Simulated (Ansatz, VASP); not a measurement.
## C in VASP and in Ansatz

```
CELL_PARAMETERS angstrom
0.00000 1.78012 1.78012
1.78012 0.00000 1.78012
1.78012 1.78012 0.00000
ATOMIC_POSITIONS crystal
C 0.00000 0.00000 0.00000
C 0.25000 0.25000 0.25000
```

Alike in both runs: task single point; functional HSE06; k mesh 6 × 6 × 6; occupations fermi-dirac, width 0.05 eV; no spin polarisation.

```csv
,VASP,Ansatz
version,VASP 6.6.1,Ansatz 0.2.0
potentials or method,"VASP PAW PBE potentials, release 64 (C)",plane waves
plane-wave cutoff (eV),520,420
valence electrons in the cell,8,8
```

Ansatz gave:

| Item | Value |
| --- | --- |
| gap on the k mesh at the Fermi level (eV) | 5.34 |
| pressure (GPa) | -5.7 |

Question: Estimate VASP's values.

Answer: gap on the k mesh at the Fermi level (eV): 5.33; pressure (GPa): -4.8.

Ansatz's warnings: stress exchange threshold loose, stress scf threshold loose.

The k mesh is coarse, so the values compare programs but aren't converged.
